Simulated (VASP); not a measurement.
# BaZrO3 (Pm-3m) in VASP: further runs, part 2 of 2

VASP 6.6.1. Earlier steps stand in the parts before.

## 3. Single point, PBEsol

The input, INCAR:

```
SYSTEM = BaZrO3
  ALGO = Normal
  EDIFF = 1E-7
  ENCUT = 520
  GGA = PS
  ISIF = 2
  ISMEAR = -1
  LASPH = .TRUE.
  LCHARG = .FALSE.
  LREAL = .FALSE.
  LWAVE = .FALSE.
  NBANDS = 28
  NELM = 60
  PREC = Accurate
  SIGMA = 0.05
```

The input, KPOINTS:

```
k-points
0
G
  6 6 6
  0 0 0
```

The input, POSCAR:

```
BaZrO3
1.0
    4.1913400000      0.0000000000      0.0000000000
    0.0000000000      4.1913400000      0.0000000000
    0.0000000000      0.0000000000      4.1913400000
Ba Zr O
1 1 3
Direct
    0.0000000000      0.0000000000      0.0000000000
    0.5000000000      0.5000000000      0.5000000000
    0.5000000000      0.5000000000      0.0000000000
    0.5000000000      0.0000000000      0.5000000000
    0.0000000000      0.5000000000      0.5000000000
```

Potentials or basis: VASP PAW PBE potentials, release 64 (Ba_sv, Zr_sv, O).

On the command line:

```console
cat potpaw_PBE.64/Ba_sv/POTCAR potpaw_PBE.64/Zr_sv/POTCAR potpaw_PBE.64/O/POTCAR > POTCAR
mpirun -np 1 vasp_std > vasp.out
```

OUTCAR:

```text
SYSTEM = BaZrO3
   EDIFF = 1E-7
   ENCUT = 520
   GGA = PS
   ISIF = 2
   ISMEAR = -1
   LASPH = .TRUE.
   LREAL = .FALSE.
   NELM = 60
   PREC = Accurate

 ion  position               nearest neighbor table
   1  0.000  0.000  0.000-   3 2.96   4 2.96   5 2.96   4 2.96   5 2.96   3 2.96   5 2.96   5 2.96
                             3 2.96   4 2.96   4 2.96   3 2.96   2 3.63   2 3.63   2 3.63   2 3.63
   2  0.500  0.500  0.500-   3 2.10   4 2.10   5 2.10   3 2.10   4 2.10   5 2.10   1 3.63   1 3.63
                             1 3.63   1 3.63   1 3.63   1 3.63   1 3.63   1 3.63
   3  0.500  0.500  0.000-   2 2.10   2 2.10   1 2.96   1 2.96   1 2.96   1 2.96
   4  0.500  0.000  0.500-   2 2.10   2 2.10   1 2.96   1 2.96   1 2.96   1 2.96
   5  0.000  0.500  0.500-   2 2.10   2 2.10   1 2.96   1 2.96   1 2.96   1 2.96

  LATTYP: Found a simple cubic cell.
 ALAT       =     4.1913400000

  Lattice vectors:

 A1 = (   4.1913400000,   0.0000000000,   0.0000000000)
 A2 = (   0.0000000000,   4.1913400000,   0.0000000000)
 A3 = (   0.0000000000,   0.0000000000,   4.1913400000)

Analysis of symmetry for initial positions (statically):
=====================================================================
 Subroutine PRICEL returns:
 Original cell was already a primitive cell.

 Routine SETGRP: Setting up the symmetry group for a
 simple cubic supercell.

 Subroutine GETGRP returns: Found 48 space group operations
[... 9 lines left out ...]

 Routine SETGRP: Setting up the symmetry group for a
 simple cubic supercell.

 Subroutine GETGRP returns: Found 48 space group operations
[... 11 lines left out ...]
                                     Primitive cell

  volume of cell :      73.6307

  direct lattice vectors                    reciprocal lattice vectors
     4.191340000  0.000000000  0.000000000     0.238587182  0.000000000  0.000000000
     0.000000000  4.191340000  0.000000000     0.000000000  0.238587182  0.000000000
     0.000000000  0.000000000  4.191340000     0.000000000  0.000000000  0.238587182

  length of vectors
     4.191340000  4.191340000  4.191340000     0.238587182  0.238587182  0.238587182

  position of ions in fractional coordinates (direct lattice)
     0.000000000  0.000000000  0.000000000
     0.500000000  0.500000000  0.500000000
     0.500000000  0.500000000  0.000000000
     0.500000000  0.000000000  0.500000000
     0.000000000  0.500000000  0.500000000

  ion indices of the primitive-cell ions
   primitive index   ion index
                 1           1
                 2           2
                 3           3
                 4           4
                 5           5

----------------------------------------------------------------------------------------

 KPOINTS: k-points

Automatic generation of k-mesh.
 Grid dimensions read from file:
 generate k-points for:    6    6    6

 Generating k-lattice:

  Cartesian coordinates                     Fractional coordinates (reciprocal lattice)
     0.039764530  0.000000000  0.000000000     0.166666667  0.000000000  0.000000000
     0.000000000  0.039764530  0.000000000     0.000000000  0.166666667  0.000000000
     0.000000000  0.000000000  0.039764530     0.000000000  0.000000000  0.166666667

  Length of vectors
     0.039764530  0.039764530  0.039764530

  Shift w.r.t. Gamma in fractional coordinates (k-lattice)
     0.000000000  0.000000000  0.000000000

 Subroutine IBZKPT returns following result:
 ===========================================

 Found     20 irreducible k-points:

 Following reciprocal coordinates:
            Coordinates               Weight
  0.000000  0.000000  0.000000      1.000000
  0.166667  0.000000  0.000000      6.000000
  0.333333  0.000000  0.000000      6.000000
  0.500000  0.000000  0.000000      3.000000
  0.166667  0.166667  0.000000     12.000000
  0.333333  0.166667  0.000000     24.000000
[... 12 lines left out ...]
  0.500000  0.500000  0.333333      6.000000
  0.500000  0.500000  0.500000      1.000000
   k-points           NKPTS =     20   k-points in BZ     NKDIM =     20   number of bands    NBANDS=     28
   number of dos      NEDOS =    301   number of ions     NIONS =      5
   total plane-waves  NPLWV =  32768
   dimension x,y,z NGX =    32 NGY =   32 NGZ =   32
   dimension x,y,z NGXF=    64 NGYF=   64 NGZF=   64
   ions per type =               1   1   3
   NGX,Y,Z   is equivalent  to a cutoff of  12.69, 12.69, 12.69 a.u.
   NGXF,Y,Z  is equivalent  to a cutoff of  25.39, 25.39, 25.39 a.u.
 SYSTEM =  BaZrO3
   PREC   = accura    normal or accurate (medium, high low for compatibility)
   ISTART =      0    job   : 0-new  1-cont  2-samecut
   ICHARG =      2    charge: 1-file 2-atom 10-const
   ISPIN  =      1    spin polarized calculation?
   LNONCOLLINEAR =      F non collinear calculations
   LSORBIT =      F    spin-orbit coupling
   LASPH  =      T    aspherical Exc in radial PAW
   ENCUT  =  520.0 eV  38.22 Ry    6.18 a.u.   7.79  7.79  7.79*2*pi/ulx,y,z
   NELM   =     60;   NELMIN=  2; NELMDL= -5     # of ELM steps
   EDIFF  = 0.1E-06   stopping-criterion for ELM
   LREAL  =      F    real-space projection
   EDIFFG = 0.1E-05   stopping-criterion for IOM
   NSW    =      0    number of steps for IOM
   IBRION =     -1    ionic relax: 0-MD 1-quasi-New 2-CG
   NFREE  =      0    steps in history (QN), initial steepest desc. (CG)
   ISIF   =      2    stress and relaxation
   ISYM   =      2    0-nonsym 1-usesym 2-fastsym
   POTIM  = 0.5000    time-step for ionic-motion
   TEBEG  =    0.0;   TEEND  =   0.0 temperature during run
   PSTRESS=    0.0 pullay stress
   NELECT =      40.0000    total number of electrons
   NUPDOWN=      -1.0000    fix difference up-down
   EMIN   =  10.00;   EMAX   =-10.00  energy-range for DOS
   EFERMI =   0.00;   METHOD = LEGACY
   ISMEAR =    -1;   SIGMA  =   0.05  broadening in eV -4-tet -1-fermi 0-gaus
   EFERMI_NEDOS =   21; number of points for ismear=-14 and -15
   IALGO  =     38    algorithm
   IMIX   =      4    mixing-type and parameters
     AMIX     =   0.40;   BMIX     =  1.00
     AMIX_MAG =   1.60;   BMIX_MAG =  1.00
  volume/ion in A,a.u.               =      14.73        99.38
  Fermi-wavevector in a.u.,A,eV,Ry     =   1.335802  2.524299 24.277770  1.784366
  Thomas-Fermi vector in A             =   2.464478
   LORBIT       =      0    0 simple, 1 ext, 2 COOP (PROOUT), +10 PAW based schemes
   GGA     = PS    functional components
   LHFCALC =     F    Hartree Fock is set to
   AEXX    =    0.0000 exact exchange contribution
   IVDW    =     0    specifies the selected vdW correction
   LEPSILON=     F    determine dielectric tensor
   LRPA    =     F    only Hartree local field effects (RPA)
 non-spin polarized calculation
  energy-cutoff  :      520.00
  volume of cell :       73.63
 maximum number of plane-waves:      2008
 NGX is ok and might be reduce to    32
   NGX = 15   NGY = 15   NGZ = 15

 number of electron      40.0000000 magnetization

 Free energy of the ion-electron system (eV)
  ---------------------------------------------------
  ext. energy  EPLUGINS =         0.00000000
  ---------------------------------------------------
  free energy    TOTEN  =       -43.62315325 eV

  energy without entropy =      -43.62315325  energy(sigma->0) =      -43.62315325

 E-fermi :   4.8357     XC(G=0): -11.0217

 val. band max:        3.6342735394   @ k =   0.5000   0.5000   0.5000
 cond. band min:       6.7409162733   @ k =   0.0000   0.0000   0.0000
 fundamental gap:      3.1066427340
 Fermi energy:         4.8356994054

 k-point     1 :       0.0000    0.0000    0.0000
  band No.  band energies     occupation
      1     -43.2411      2.00000
      2     -21.6062      2.00000
      3     -21.4510      2.00000
      4     -21.4510      2.00000
      5     -21.4510      2.00000
      6     -12.6551      2.00000
[... 20 lines left out ...]
     27      11.1004      0.00000
     28      11.1004      0.00000

 k-point     2 :       0.1667    0.0000    0.0000
  band No.  band energies     occupation
      1     -43.2403      2.00000
      2     -21.6799      2.00000
      3     -21.4492      2.00000
      4     -21.4492      2.00000
      5     -21.4264      2.00000
      6     -12.6624      2.00000
[... 550 lines left out ...]
 k-point    20 :       0.5000    0.5000    0.5000
  band No.  band energies     occupation
      1     -43.2309      2.00000
      2     -21.6879      2.00000
      3     -21.6879      2.00000
      4     -21.6879      2.00000
      5     -21.4727      2.00000
      6     -11.4109      2.00000
[... 20 lines left out ...]
     27      12.7997      0.00000
     28      12.7997      0.00000

------------------------ aborting loop because EDIFF is reached ----------------------------------------

  FORCE on cell =-STRESS in cart. coord.  units (eV):
  Direction    XX          YY          ZZ          XY          YZ          ZX
  --------------------------------------------------------------------------------------
  -------------------------------------------------------------------------------------
  Total       -0.0439536     -0.0439536     -0.0439536      0.0000000      0.0000000      0.0000000
  in kB       -0.9564148     -0.9564148     -0.9564148      0.0000000      0.0000000      0.0000000
  external PRESSURE =      -0.9564148 kB  Pullay stress =       0.0000000 kB

 VOLUME and BASIS-vectors are now :
 -----------------------------------------------------------------------------
  energy-cutoff  :      520.00
  volume of cell :       73.63
      direct lattice vectors                 reciprocal lattice vectors
     4.191340000  0.000000000  0.000000000     0.238587182  0.000000000  0.000000000
     0.000000000  4.191340000  0.000000000     0.000000000  0.238587182  0.000000000
     0.000000000  0.000000000  4.191340000     0.000000000  0.000000000  0.238587182

 POSITION                                       TOTAL-FORCE (eV/Angst)
 -----------------------------------------------------------------------------------
      0.00000      0.00000      0.00000         0.000000      0.000000      0.000000
      2.09567      2.09567      2.09567         0.000000      0.000000      0.000000
      2.09567      2.09567      0.00000         0.000000      0.000000      0.000000
      2.09567      0.00000      2.09567         0.000000      0.000000      0.000000
      0.00000      2.09567      2.09567         0.000000      0.000000      0.000000
 -----------------------------------------------------------------------------------
    total drift:                                0.000000     -0.000000     -0.000000

  FREE ENERGIE OF THE ION-ELECTRON SYSTEM (eV)
  ---------------------------------------------------
  free  energy   TOTEN  =       -43.6231532484 eV

  energy  without entropy=      -43.6231532484  energy(sigma->0) =      -43.62315325
```

Run time: 14 s. Hardware: 1 thread of Intel Xeon 6975P-C (Granite Rapids), shared host; peak memory 0.2 GiB.

What came out:

* Free energy: -43.6232 eV
* Pressure: -0.1 GPa
* Band gap on the k mesh: 3.11 eV, indirect (least direct gap 3.33 eV)

Caveat: the PAW data sets were made with another functional, which shifts forces and pressure a little; spin-orbit coupling is left out, which moves the levels of the heavy elements.
